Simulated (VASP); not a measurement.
# Re (P6_3/mmc) in VASP: notebook, part 2 of 2

VASP 6.6.1. Earlier steps stand in the parts before.

**3. Single point, LDA**

This run uses another cell than the first one, of 14.51 Å³/atom, 1.030 times its volume.

INCAR

```
SYSTEM = Re
PREC = Accurate
ENCUT = 520
EDIFF = 1E-7
ISMEAR = 1
SIGMA = 0.1
LREAL = .False.
LASPH = .True.
NELM = 60
ALGO = Normal
ISIF = 2
LWAVE = .False.
LCHARG = .False.
GGA = CA
NBANDS = 14
```

KPOINTS

```
Automatic mesh
0
Gamma
  11 11 6
  0 0 0
```

POSCAR

```
Re
1.0
    2.7490302284      0.0000000000      0.0000000000
   -1.3745151142      2.3807300136      0.0000000000
    0.0000000000      0.0000000000      4.4342427462
Re
2
Direct
    0.3333333333      0.6666666667      0.2500000000
    0.6666666667      0.3333333333      0.7500000000
```

Potentials or basis: VASP PAW LDA potentials, release 64 (Re).

Started as:

```console
$ cat potpaw_LDA.64/Re/POTCAR > POTCAR
$ mpirun -np 1 vasp_std > vasp.out
```

OUTCAR:

```text
SYSTEM = Re
   PREC = Accurate
   ENCUT = 520
   EDIFF = 1E-7
   ISMEAR = 1
   LREAL = .False.
   LASPH = .True.
   NELM = 60
   ISIF = 2
   GGA = CA

 ion  position               nearest neighbor table
   1  0.333  0.667  0.250-   2 2.73   2 2.73   2 2.73   2 2.73   2 2.73   2 2.73
   2  0.667  0.333  0.750-   1 2.73   1 2.73   1 2.73   1 2.73   1 2.73   1 2.73

  LATTYP: Found a hexagonal cell.
 ALAT       =     2.7490302284
 C/A-ratio  =     1.6130207301

  Lattice vectors:

 A1 = (   2.7490302284,   0.0000000000,   0.0000000000)
 A2 = (  -1.3745151142,   2.3807300136,   0.0000000000)
 A3 = (   0.0000000000,   0.0000000000,   4.4342427462)

Analysis of symmetry for initial positions (statically):
=====================================================================
 Subroutine PRICEL returns:
 Original cell was already a primitive cell.

 Routine SETGRP: Setting up the symmetry group for a
 hexagonal supercell.

 Subroutine GETGRP returns: Found 24 space group operations
 (whereof 12 operations were pure point group operations)
 out of a pool of 24 trial point group operations.

The static configuration has the point symmetry D_3d.
 The point group associated with its full space group is D_6h.

Analysis of symmetry for dynamics (positions and initial velocities):
=====================================================================
 Subroutine PRICEL returns:
 Original cell was already a primitive cell.

 Routine SETGRP: Setting up the symmetry group for a
 hexagonal supercell.

 Subroutine GETGRP returns: Found 24 space group operations
 (whereof 12 operations were pure point group operations)
 out of a pool of 24 trial point group operations.

The dynamic configuration has the point symmetry D_3d.
 The point group associated with its full space group is D_6h.

 Subroutine INISYM returns: Found 24 space group operations
 (whereof 12 operations are pure point group operations),
 and found     1 'primitive' translations
[... 117 lines left out ...]
  Fermi-wavevector in a.u.,A,eV,Ry     =   1.283949  2.426312 22.429548  1.648525
  Thomas-Fermi vector in A             =   2.416172
   LORBIT       =      0    0 simple, 1 ext, 2 COOP (PROOUT), +10 PAW based schemes
   GGA     = CA    functional components
   LHFCALC =     F    Hartree Fock is set to
   AEXX    =    0.0000 exact exchange contribution
   IVDW    =     0    specifies the selected vdW correction
   LEPSILON=     F    determine dielectric tensor
   LRPA    =     F    only Hartree local field effects (RPA)
 non-spin polarized calculation
 Methfessel and Paxton  Order N= 1 SIGMA  =   0.10
  energy-cutoff  :      520.00
  volume of cell :       29.02
 maximum number of plane-waves:       793
   NGX = 11   NGY = 11   NGZ = 17

 number of electron      14.0000001 magnetization

 Free energy of the ion-electron system (eV)
  ---------------------------------------------------
  ext. energy  EPLUGINS =         0.00000000
  ---------------------------------------------------
  free energy    TOTEN  =       -27.52316810 eV

  energy without entropy =      -27.52483491  energy(sigma->0) =      -27.52372371

 E-fermi :   8.0490     XC(G=0): -13.9168

 val. band max:        8.0359346132   @ k =   0.3636  -0.0000   0.3333
 cond. band min:       8.0844020912   @ k =   0.1818   0.0909   0.0000
 fundamental gap:      0.0484674781
 Fermi energy:         8.0489866614

 k-point     1 :       0.0000    0.0000    0.0000
  band No.  band energies     occupation
      1      -1.8656      2.00000
      2       1.3140      2.00000
      3       6.3819      2.00000
      4       6.3819      2.00000
      5       6.3981      2.00000
      6       7.2402      2.00000
      7       7.2402      2.00000
      8       8.1751     -0.07052
      9       8.1751     -0.07052
     10       8.8104     -0.00000
     11      11.4349      0.00000
     12      11.4349      0.00000
     13      18.2519      0.00000
     14      22.2508      0.00000
[... 377 lines left out ...]
      1       0.4829      2.00000
      2       3.0431      2.00000
      3       4.4271      2.00000
      4       4.7439      2.00000
      5       6.0219      2.00000
      6       6.7319      2.00000
      7       7.3530      2.00000
      8       8.3089     -0.00147
      9       9.0355     -0.00000
     10       9.4332     -0.00000
     11      11.8550      0.00000
     12      15.0155      0.00000
     13      19.4317      0.00000
     14      24.2186      0.00000

 [... further k-points ...]
[... 5 lines left out ...]
  --------------------------------------------------------------------------------------
  -------------------------------------------------------------------------------------
  Total       -0.6562309     -0.6562309     -0.6818550      0.0000000     -0.0000000      0.0000000
  in kB      -36.2291479    -36.2291479    -37.6438005      0.0000000     -0.0000000      0.0000000
  external PRESSURE =     -36.7006988 kB  Pullay stress =       0.0000000 kB

 VOLUME and BASIS-vectors are now :
 -----------------------------------------------------------------------------
  energy-cutoff  :      520.00
  volume of cell :       29.02
      direct lattice vectors                 reciprocal lattice vectors
     2.749030228  0.000000000  0.000000000     0.363764643  0.210019615  0.000000000
    -1.374515114  2.380730014  0.000000000     0.000000000  0.420039229  0.000000000
     0.000000000  0.000000000  4.434242746     0.000000000  0.000000000  0.225517649

 POSITION                                       TOTAL-FORCE (eV/Angst)
 -----------------------------------------------------------------------------------
     -0.00000      1.58715      1.10856        -0.000000      0.000000      0.000000
      1.37452      0.79358      3.32568         0.000000     -0.000000      0.000000
 -----------------------------------------------------------------------------------
    total drift:                               -0.000000      0.000000     -0.000000

  FREE ENERGIE OF THE ION-ELECTRON SYSTEM (eV)
  ---------------------------------------------------
  free  energy   TOTEN  =       -27.5231681014 eV

  energy  without entropy=      -27.5248349145  energy(sigma->0) =      -27.52372371
```

stdout:

```text
POSCAR found type information on POSCAR Re
 POSCAR found :  1 types and       2 ions
 scaLAPACK will be used
 LDA part: xc-table for (Slater(with rela. corr.)+CA(PZ))
 , standard interpolation
 POSCAR, INCAR and KPOINTS ok, starting setup
 FFT: planning ... GRIDC
 FFT: planning ... GRID_SOFT
 FFT: planning ... GRID
 WAVECAR not read
 entering main loop
```

Run time: 20 s. Hardware: 1 thread of Intel Xeon Platinum 8259CL at 2.50GHz (Skylake/Cascade Lake), shared host; peak memory 0.14 GiB.

Results:

```yaml
Free_energy: -27.5232 eV
Pressure: -3.7 GPa
Band_gap_on_the_k_mesh: zero (band 7 reaches 9.52 eV, above the bottom of band 8 at 6.25 eV)
```

Levels at points of the mesh, in eV from the Fermi level:
| k point | band 4 | band 5 | band 6 | band 7 | band 8 | band 9 | band 10 | band 11 |
| --- | --- | --- | --- | --- | --- | --- | --- | --- |
| (0.00, 0.00, 0.00) | -1.67 | -1.65 | -0.81 | -0.81 | 0.13 | 0.13 | 0.76 | 3.39 |
| (0.00, 0.00, 0.50) | -2.43 | -1.80 | -1.80 | -1.80 | -1.80 | 2.55 | 2.55 | 2.55 |

Caveat: spin-orbit coupling is left out, which moves the levels of the heavy elements.

**4. Relaxation of cell and atoms, LDA**

This run uses another cell than the first one, of 14.30 Å³/atom, 1.015 times its volume.

INCAR

```
PREC = Accurate
ENCUT = 600
EDIFF = 1E-6
ISMEAR = 1
SIGMA = 0.1
LREAL = False
LASPH = True
NELM = 80
ALGO = Normal
ISIF = 3
LWAVE = False
LCHARG = False
GGA = CA
IBRION = 2
NSW = 80
EDIFFG = -0.02
```

KPOINTS

```
regular mesh
0
Gamma
  11 11 6
```

POSCAR

```
Re
1.0
    2.7354209450      0.0000000000      0.0000000000
   -1.3677104725      2.3689440284      0.0000000000
    0.0000000000      0.0000000000      4.4122906899
Re
2
Direct
    0.3333333333      0.6666666667      0.2500000000
    0.6666666667      0.3333333333      0.7500000000
```

Started as:

```console
$ cat potpaw_LDA.64/Re/POTCAR > POTCAR
$ mpirun -np 1 vasp_std > vasp.out
```

Run time: 37 s. Hardware: 1 thread of Intel Xeon Platinum 8259CL at 2.50GHz (Skylake/Cascade Lake), shared host; peak memory 0.16 GiB.

It converged, with:

```yaml
Free_energy: -27.5274 eV
Relaxed_volume: 14.38 Å³/atom
Relaxed_cell: a = 2.741 Å, b = 2.741 Å, c = 4.422 Å, α = 90.00°, β = 90.00°, γ = 120.00°
Space_group_after_relaxing_to_0.05_Å: P6_3/mmc (No. 194)
Energy_gained_by_relaxing: 0.7 meV/atom
Ionic_steps: 3
Pressure_after_relaxing: 0.0 GPa
Band_gap_on_the_k_mesh: zero (band 7 reaches 9.66 eV, above the bottom of band 8 at 6.33 eV)
```

Step by step:
```tsv
step	energy change (eV)	largest force (eV/Å)	pressure (GPa)	volume (Å³)
1	0.0000	0.0000	2.54	28.59
2	0.0241	0.0000	-10.30	29.54
3	-0.0014	0.0000	-0.04	28.77
```

Final structure:
```cif
data_structure
_symmetry_space_group_name_H-M 'P 1'
_symmetry_Int_Tables_number 1
_cell_length_a 2.7410
_cell_length_b 2.7410
_cell_length_c 4.4215
_cell_angle_alpha 90.000
_cell_angle_beta 90.000
_cell_angle_gamma 120.000
_cell_volume 28.77
loop_
_atom_site_label
_atom_site_type_symbol
_atom_site_fract_x
_atom_site_fract_y
_atom_site_fract_z
_atom_site_occupancy
Re1 Re 0.33333 0.66667 0.25000 1
Re2 Re 0.66667 0.33333 0.75000 1
```

Levels at points of the mesh, in eV from the Fermi level:
| k point | band 3 | band 4 | band 5 | band 6 | band 7 | band 8 | band 9 | band 10 | band 11 |
| --- | --- | --- | --- | --- | --- | --- | --- | --- | --- |
| (0.00, 0.00, 0.00) | -1.70 | -1.70 | -1.68 | -0.82 | -0.82 | 0.12 | 0.12 | 0.78 | 3.42 |
| (0.00, 0.00, 0.50) | -2.46 | -2.46 | -1.83 | -1.83 | -1.83 | -1.83 | 2.58 | 2.58 | 2.58 |

Caveat: spin-orbit coupling is left out, which moves the levels of the heavy elements.

**5. Relaxation of cell and atoms, LDA**

This run uses another cell than the first one, of 14.71 Å³/atom, 1.044 times its volume.

INCAR

```
PREC = Accurate
ENCUT = 600
EDIFF = 1E-6
ISMEAR = 1
SIGMA = 0.1
LREAL = F
LASPH = T
NELM = 80
ALGO = Normal
ISIF = 3
LWAVE = F
LCHARG = F
IBRION = 2
NSW = 80
EDIFFG = -0.02
```

KPOINTS

```
Automatic mesh
0
Gamma
  11 11 6
```

POSCAR

```
Re
1.0
    2.7500000000      0.0000000000      0.0000000000
   -1.3750000000      2.3815698604      0.0000000000
    0.0000000000      0.0000000000      4.4907500000
Re
2
Direct
    0.3333333333      0.6666666667      0.2500000000
    0.6666666667      0.3333333333      0.7500000000
```

Potentials or basis: VASP PAW LDA potentials, release 64 (Re).

Started as:

```console
$ cat potpaw_LDA.64/Re/POTCAR > POTCAR
$ mpirun -np 1 vasp_std > vasp.out
```

OUTCAR:

```text
PREC = Accurate
   ENCUT = 600
   EDIFF = 1E-6
   ISMEAR = 1
   LREAL = F
   LASPH = T
   NELM = 80
   ISIF = 3
   IBRION = 2
   NSW = 80
   EDIFFG = -0.02

 ion  position               nearest neighbor table
   1  0.333  0.667  0.250-   2 2.75   2 2.75   2 2.75   2 2.75   2 2.75   2 2.75
   2  0.667  0.333  0.750-   1 2.75   1 2.75   1 2.75   1 2.75   1 2.75   1 2.75

  LATTYP: Found a hexagonal cell.
 ALAT       =     2.7500000000
 C/A-ratio  =     1.6330000000

  Lattice vectors:

 A1 = (   2.7500000000,   0.0000000000,   0.0000000000)
 A2 = (  -1.3750000000,   2.3815698604,   0.0000000000)
 A3 = (   0.0000000000,   0.0000000000,   4.4907500000)

Analysis of symmetry for initial positions (statically):
=====================================================================
 Subroutine PRICEL returns:
 Original cell was already a primitive cell.

 Routine SETGRP: Setting up the symmetry group for a
 hexagonal supercell.

 Subroutine GETGRP returns: Found 24 space group operations
 (whereof 12 operations were pure point group operations)
 out of a pool of 24 trial point group operations.

The static configuration has the point symmetry D_3d.
 The point group associated with its full space group is D_6h.

Analysis of symmetry for dynamics (positions and initial velocities):
=====================================================================
 Subroutine PRICEL returns:
 Original cell was already a primitive cell.

 Routine SETGRP: Setting up the symmetry group for a
 hexagonal supercell.

 Subroutine GETGRP returns: Found 24 space group operations
 (whereof 12 operations were pure point group operations)
 out of a pool of 24 trial point group operations.

The dynamic configuration has the point symmetry D_3d.
 The point group associated with its full space group is D_6h.

 Subroutine INISYM returns: Found 24 space group operations
 (whereof 12 operations are pure point group operations),
 and found     1 'primitive' translations

----------------------------------------------------------------------------------------
[... 131 lines left out ...]
   NGX = 11   NGY = 11   NGZ = 17

--------------------------------------- Ionic step        1  -------------------------------------------

 number of electron      14.0000000 magnetization

 Free energy of the ion-electron system (eV)
  ---------------------------------------------------
  ext. energy  EPLUGINS =         0.00000000
  ---------------------------------------------------
  free energy    TOTEN  =       -27.50619517 eV

  energy without entropy =      -27.50701476  energy(sigma->0) =      -27.50646837

------------------------ aborting loop because EDIFF is reached ----------------------------------------

  FORCE on cell =-STRESS in cart. coord.  units (eV):
  Direction    XX          YY          ZZ          XY          YZ          ZX
  --------------------------------------------------------------------------------------
  -------------------------------------------------------------------------------------
  Total       -1.3236392     -1.3236392     -2.1270176      0.0000000      0.0000000      0.0000000
  in kB      -72.1049897    -72.1049897   -115.8688668      0.0000000      0.0000000      0.0000000
  external PRESSURE =     -86.6929487 kB  Pullay stress =       0.0000000 kB
[... 203 lines left out ...]
--------------------------------------- Ionic step        7  -------------------------------------------

 number of electron      14.0000000 magnetization

 Free energy of the ion-electron system (eV)
  ---------------------------------------------------
  ext. energy  EPLUGINS =         0.00000000
  ---------------------------------------------------
  free energy    TOTEN  =       -27.52754959 eV

  energy without entropy =      -27.52901611  energy(sigma->0) =      -27.52803843

 E-fermi :   8.1722     XC(G=0): -13.9668

 val. band max:        8.1684276116   @ k =   0.3636   0.0000   0.3333
 cond. band min:       8.2017795304   @ k =   0.1818   0.0909   0.0000
 fundamental gap:      0.0333519188
 Fermi energy:         8.1722155487

 k-point     1 :       0.0000    0.0000    0.0000
  band No.  band energies     occupation
      1      -1.8103      2.00000
      2       1.3630      2.00000
      3       6.4753      2.00000
      4       6.4753      2.00000
      5       6.4933      2.00000
      6       7.3467      2.00000
      7       7.3467      2.00000
      8       8.2945     -0.07091
      9       8.2945     -0.07091
     10       8.9515     -0.00000
     11      11.5980      0.00000
[... 309 lines left out ...]
 k-point    24 :       0.1818    0.0909    0.1667
  band No.  band energies     occupation
      1       0.5588      2.00000
      2       3.1088      2.00000
      3       4.5049      2.00000
      4       4.8201      2.00000
      5       6.1112      2.00000
      6       6.8329      2.00000
      7       7.4642      2.00000
      8       8.4292     -0.00169
      9       9.1659     -0.00000
     10       9.5701     -0.00000
     11      12.0282      0.00000

 [... further k-points ...]
[... 5 lines left out ...]
  --------------------------------------------------------------------------------------
  -------------------------------------------------------------------------------------
  Total        0.0353984      0.0353984      0.0385526      0.0000000      0.0000000      0.0000000
  in kB        1.9724357      1.9724357      2.1481937      0.0000000      0.0000000      0.0000000
  external PRESSURE =       2.0310217 kB  Pullay stress =       0.0000000 kB
[... 17 lines left out ...]
  FREE ENERGIE OF THE ION-ELECTRON SYSTEM (eV)
  ---------------------------------------------------
  free  energy   TOTEN  =       -27.5275495931 eV

  energy  without entropy=      -27.5290161075  energy(sigma->0) =      -27.52803843

 reached required accuracy - stopping structural energy minimisation
```

OSZICAR:

```text
N       E                     dE             d eps       ncg     rms          rms(c)
DAV:   1     0.136760032940E+03    0.13676E+03   -0.62914E+03  1454   0.144E+03
DAV:   2    -0.188785275578E+02   -0.15564E+03   -0.14479E+03  2328   0.589E+02
[... 47 lines left out ...]
   6 F= -.27527143E+02 E0= -.27527644E+02  d E =-.128873E-02
       N       E                     dE             d eps       ncg     rms          rms(c)
DAV:   1    -0.275281048807E+02   -0.96177E-03   -0.45397E-02  2115   0.322E+00    0.128E-01
DAV:   2    -0.275276794371E+02    0.42544E-03   -0.51407E-04  2403   0.264E-01    0.615E-02
DAV:   3    -0.275275492561E+02    0.13018E-03   -0.29268E-04  2403   0.167E-01    0.127E-02
DAV:   4    -0.275275495931E+02   -0.33696E-06   -0.88121E-06  1884   0.345E-02
   7 F= -.27527550E+02 E0= -.27528038E+02  d E =-.169524E-02
```

Run time: 67 s. Hardware: 1 thread of Intel Xeon Platinum 8259CL at 2.50GHz (Skylake/Cascade Lake), shared host; peak memory 0.16 GiB.

Results:

* Free energy: -27.5275 eV
* Relaxed volume: 14.38 Å³/atom
* Relaxed cell: a = 2.741 Å, b = 2.741 Å, c = 4.421 Å, α = 90.00°, β = 90.00°, γ = 120.00°
* Space group after relaxing (to 0.05 Å): P6_3/mmc (No. 194)
* Energy gained by relaxing: 10.7 meV/atom
* Ionic steps: 7
* Pressure after relaxing: 0.2 GPa
* Band gap on the k mesh: zero (band 7 reaches 9.67 eV, above the bottom of band 8 at 6.34 eV)

Step by step:
```
step  energy change (eV)  largest force (eV/Å)  pressure (GPa)  volume (Å³)
   1              0.0000                0.0000           -8.67        29.41
   2              0.3444                0.0000           48.42        26.15
   3             -0.0196                0.0000           -0.11        28.77
   4             -0.0197                0.0000            0.26        28.75
   5             -0.0197                0.0000            0.45        28.73
   6             -0.0209                0.0000            0.09        28.76
   7             -0.0214                0.0000            0.20        28.75
```

Final structure:
```cif
data_structure
_symmetry_space_group_name_H-M 'P 1'
_symmetry_Int_Tables_number 1
_cell_length_a 2.7406
_cell_length_b 2.7406
_cell_length_c 4.4206
_cell_angle_alpha 90.000
_cell_angle_beta 90.000
_cell_angle_gamma 120.000
_cell_volume 28.75
loop_
_atom_site_label
_atom_site_type_symbol
_atom_site_fract_x
_atom_site_fract_y
_atom_site_fract_z
_atom_site_occupancy
Re1 Re 0.33333 0.66667 0.25000 1
Re2 Re 0.66667 0.33333 0.75000 1
```

Caveat: spin-orbit coupling is left out, which moves the levels of the heavy elements.

**6. The runs side by side**

```csv
task,cell,cutoff (eV),gap on the mesh (eV),pressure (GPa),relaxed volume (Å³/atom)
single point,"a = 2.722, b = 2.722, c = 4.390 Å, angles 90.0, 90.0, 120.0°, 2 atoms",520,none,9.0,-
single point,"a = 2.749, b = 2.749, c = 4.434 Å, angles 90.0, 90.0, 120.0°, 2 atoms",520,none,-3.7,-
relaxation of cell and atoms,"relaxed from a = 2.735, b = 2.735, c = 4.412 Å, angles 90.0, 90.0, 120.0°, 2 atoms",600,none,0.0,14.38
relaxation of cell and atoms,"relaxed from a = 2.750, b = 2.750, c = 4.491 Å, angles 90.0, 90.0, 120.0°, 2 atoms",600,none,0.2,14.38
```

Alike in all rows: level LDA; potentials or basis VASP PAW LDA potentials, release 64 (Re); no spin polarisation; k mesh 11 × 11 × 6; smearing methfessel-paxton 0.1 eV.

Caveats: spin-orbit coupling is left out, which moves the levels of the heavy elements.

Absolute energies hang on the potentials; compare differences alone.
